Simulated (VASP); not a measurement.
# Sc3BP2 (R-3m) in VASP: single point with PBE

Aim: the single point of Sc3BP2 with PBE.

All numbers are computed with VASP 6.6.1; they aren't measurements. Logs are shortened: lines on timing, memory, paths and dates and some standing lists are left out, and cuts for length are marked.

### Step 1. The cell of the first run

It takes space group R-3m (No. 166, trigonal). Conventional cell: a = 3.830 Å, b = 3.830 Å, c = 24.556 Å, α = 90.00°, β = 90.00°, γ = 120.00°. Sc (site symmetry -3m) has 6 P at 2.67 Å within 3.5 Å. Within 3.3 Å of Sc (site symmetry 3m) lie 3 B at 2.50 Å and 3 P at 2.63 Å and 3 Sc at 3.22 Å. Within 3.3 Å of B (site symmetry -3m) lie 6 Sc at 2.50 Å and 2 P at 2.59 Å. Within 3.4 Å of P (site symmetry 3m) lie 1 B at 2.59 Å and 6 Sc at 2.63 to 2.67 Å.

### Step 2. Single point, PBE

The input, INCAR:

```
PREC = Accurate
ENCUT = 520
EDIFF = 1E-6
ISMEAR = 0
SIGMA = 0.1
LREAL = False
LASPH = True
NELM = 100
ALGO = Normal
ISIF = 2
LWAVE = False
LCHARG = False
GGA = PE
NBANDS = 32
```

The input, KPOINTS:

```
regular mesh
0
Gamma
  12 12 12
```

The input, POSCAR:

```
Sc3BP2
1.0
    1.9148464836      1.1055371328      8.1854364157
   -1.9148464836      1.1055371328      8.1854364157
    0.0000000000     -2.2110742655      8.1854364157
Sc B P
3 1 2
Direct
    0.5000000000      0.5000000000      0.5000000000
    0.2855485363      0.2855485363      0.2855485363
    0.7144514637      0.7144514637      0.7144514637
    0.0000000000      0.0000000000      0.0000000000
    0.1054524671      0.1054524671      0.1054524671
    0.8945475329      0.8945475329      0.8945475329
```

Potentials or basis: VASP PAW PBE potentials, release 64 (Sc_sv, B, P).

The run is started by

```sh
$ cat potpaw_PBE.64/Sc_sv/POTCAR potpaw_PBE.64/B/POTCAR potpaw_PBE.64/P/POTCAR > POTCAR
$ mpirun -np 1 vasp_std > vasp.out
```

OUTCAR:

```text
PREC = Accurate
   ENCUT = 520
   EDIFF = 1E-6
   ISMEAR = 0
   LREAL = False
   LASPH = True
   NELM = 100
   ISIF = 2
   GGA = PE

 ion  position               nearest neighbor table
   1  0.500  0.500  0.500-   5 2.67   5 2.67   6 2.67   6 2.67   5 2.67   6 2.67
   2  0.286  0.286  0.286-   4 2.50   4 2.50   4 2.50   6 2.63   6 2.63   6 2.63   3 3.22   3 3.22
                             3 3.22
   3  0.714  0.714  0.714-   4 2.50   4 2.50   4 2.50   5 2.63   5 2.63   5 2.63   2 3.22   2 3.22
                             2 3.22
   4  0.000  0.000  0.000-   3 2.50   2 2.50   3 2.50   3 2.50   2 2.50   2 2.50
   5  0.105  0.105  0.105-   3 2.63   3 2.63   3 2.63   1 2.67   1 2.67   1 2.67
   6  0.895  0.895  0.895-   2 2.63   2 2.63   2 2.63   1 2.67   1 2.67   1 2.67

  LATTYP: Found a trigonal (rhomboedric) cell.
 ALAT       =     8.4788099827
 COS(alpha) =     0.8979934372

  Lattice vectors:

 A1 = (   1.9148464836,   1.1055371328,   8.1854364157)
 A2 = (  -1.9148464836,   1.1055371328,   8.1854364157)
 A3 = (   0.0000000000,  -2.2110742655,   8.1854364157)

Analysis of symmetry for initial positions (statically):
=====================================================================
 Subroutine PRICEL returns:
 Original cell was already a primitive cell.

 Routine SETGRP: Setting up the symmetry group for a
 trigonal (rhombohedral) supercell.

 Subroutine GETGRP returns: Found 12 space group operations
 (whereof 12 operations were pure point group operations)
 out of a pool of 12 trial point group operations.

The static configuration has the point symmetry D_3d.

Analysis of symmetry for dynamics (positions and initial velocities):
=====================================================================
 Subroutine PRICEL returns:
 Original cell was already a primitive cell.

 Routine SETGRP: Setting up the symmetry group for a
 trigonal (rhombohedral) supercell.

 Subroutine GETGRP returns: Found 12 space group operations
 (whereof 12 operations were pure point group operations)
 out of a pool of 12 trial point group operations.

The dynamic configuration has the point symmetry D_3d.

 Subroutine INISYM returns: Found 12 space group operations
 (whereof 12 operations are pure point group operations),
 and found     1 'primitive' translations

----------------------------------------------------------------------------------------

                                     Primitive cell
[... 101 lines left out ...]
   EDIFFG = 0.1E-04   stopping-criterion for IOM
   NSW    =      0    number of steps for IOM
   IBRION =     -1    ionic relax: 0-MD 1-quasi-New 2-CG
   NFREE  =      0    steps in history (QN), initial steepest desc. (CG)
   ISIF   =      2    stress and relaxation
   ISYM   =      2    0-nonsym 1-usesym 2-fastsym
   POTIM  = 0.5000    time-step for ionic-motion
   TEBEG  =    0.0;   TEEND  =   0.0 temperature during run
   PSTRESS=    0.0 pullay stress
   NELECT =      46.0000    total number of electrons
   NUPDOWN=      -1.0000    fix difference up-down
   EMIN   =  10.00;   EMAX   =-10.00  energy-range for DOS
   EFERMI =   0.00;   METHOD = LEGACY
   ISMEAR =     0;   SIGMA  =   0.10  broadening in eV -4-tet -1-fermi 0-gaus
   EFERMI_NEDOS =   21; number of points for ismear=-14 and -15
   IALGO  =     38    algorithm
   IMIX   =      4    mixing-type and parameters
     AMIX     =   0.40;   BMIX     =  1.00
     AMIX_MAG =   1.60;   BMIX_MAG =  1.00
  volume/ion in A,a.u.               =      17.33       116.94
  Fermi-wavevector in a.u.,A,eV,Ry     =   1.247462  2.357361 21.172861  1.556161
  Thomas-Fermi vector in A             =   2.381593
   LORBIT       =      0    0 simple, 1 ext, 2 COOP (PROOUT), +10 PAW based schemes
   GGA     = PE    functional components
   LHFCALC =     F    Hartree Fock is set to
   AEXX    =    0.0000 exact exchange contribution
   IVDW    =     0    specifies the selected vdW correction
   LEPSILON=     F    determine dielectric tensor
   LRPA    =     F    only Hartree local field effects (RPA)
 non-spin polarized calculation
 Gauss-broadening in eV      SIGMA  =   0.10
  energy-cutoff  :      520.00
  volume of cell :      103.97
 maximum number of plane-waves:      2821
   NGX = 31   NGY = 31   NGZ = 31

 number of electron      46.0000000 magnetization

 Free energy of the ion-electron system (eV)
  ---------------------------------------------------
  ext. energy  EPLUGINS =         0.00000000
  ---------------------------------------------------
  free energy    TOTEN  =       -42.04699576 eV

  energy without entropy =      -42.03982870  energy(sigma->0) =      -42.04341223

 E-fermi :   5.1451     XC(G=0): -10.5897

 val. band max:        5.1444045248   @ k =   0.4167   0.4167   0.4167
 cond. band min:       5.1802560784   @ k =   0.3333  -0.0000  -0.0000
 fundamental gap:      0.0358515536
 Fermi energy:         5.1450827100

 k-point     1 :       0.0000    0.0000    0.0000
  band No.  band energies     occupation
      1     -44.2208      2.00000
      2     -43.4784      2.00000
      3     -43.4436      2.00000
      4     -22.8705      2.00000
      5     -22.8336      2.00000
      6     -22.8336      2.00000
[... 829 lines left out ...]
     31       8.6094      0.00000
     32       8.6528      0.00000

 [... further k-points ...]

------------------------ aborting loop because EDIFF is reached ----------------------------------------

  FORCE on cell =-STRESS in cart. coord.  units (eV):
  Direction    XX          YY          ZZ          XY          YZ          ZX
  --------------------------------------------------------------------------------------
  -------------------------------------------------------------------------------------
  Total        0.1288637      0.1288637      0.0926222      0.0000000      0.0000000      0.0000000
  in kB        1.9858239      1.9858239      1.4273337      0.0000000      0.0000000      0.0000000
  external PRESSURE =       1.7996605 kB  Pullay stress =       0.0000000 kB

 VOLUME and BASIS-vectors are now :
 -----------------------------------------------------------------------------
  energy-cutoff  :      520.00
  volume of cell :      103.97
      direct lattice vectors                 reciprocal lattice vectors
     1.914846484  1.105537133  8.185436416     0.261117538  0.150756281  0.040722732
    -1.914846484  1.105537133  8.185436416    -0.261117538  0.150756281  0.040722732
     0.000000000 -2.211074266  8.185436416     0.000000000 -0.301512562  0.040722732

 POSITION                                       TOTAL-FORCE (eV/Angst)
 -----------------------------------------------------------------------------------
      0.00000      0.00000     12.27815         0.000000     -0.000000      0.000000
      0.00000      0.00000      7.01202         0.000000      0.000000      0.000482
      0.00000      0.00000     17.54429         0.000000     -0.000000     -0.000482
      0.00000      0.00000      0.00000         0.000000     -0.000000      0.000000
      0.00000      0.00000      2.58952         0.000000      0.000000      0.000850
      0.00000      0.00000     21.96679         0.000000     -0.000000     -0.000850
 -----------------------------------------------------------------------------------
    total drift:                                0.000000      0.000000     -0.000000

  FREE ENERGIE OF THE ION-ELECTRON SYSTEM (eV)
  ---------------------------------------------------
  free  energy   TOTEN  =       -42.0469957640 eV

  energy  without entropy=      -42.0398287018  energy(sigma->0) =      -42.04341223
```

stdout:

```text
POSCAR found type information on POSCAR ScB P
 POSCAR found :  3 types and       6 ions
 scaLAPACK will be used
 LDA part: xc-table for (Slater+PW92), standard interpolation
 POSCAR, INCAR and KPOINTS ok, starting setup
 FFT: planning ... GRIDC
 FFT: planning ... GRID_SOFT
 FFT: planning ... GRID
 WAVECAR not read
 entering main loop
```

Run time: 27 min. Hardware: 1 thread of Intel Xeon 6975P-C (Granite Rapids), shared host; peak memory 0.92 GiB.

Results:

* Free energy: -42.0470 eV
* Pressure: 0.2 GPa
* Band gap on the k mesh: zero (bands 23 and 24 overlap by 0.66 eV)

The gap in the log of VASP goes by the Fermi energy; the results here count the filled bands.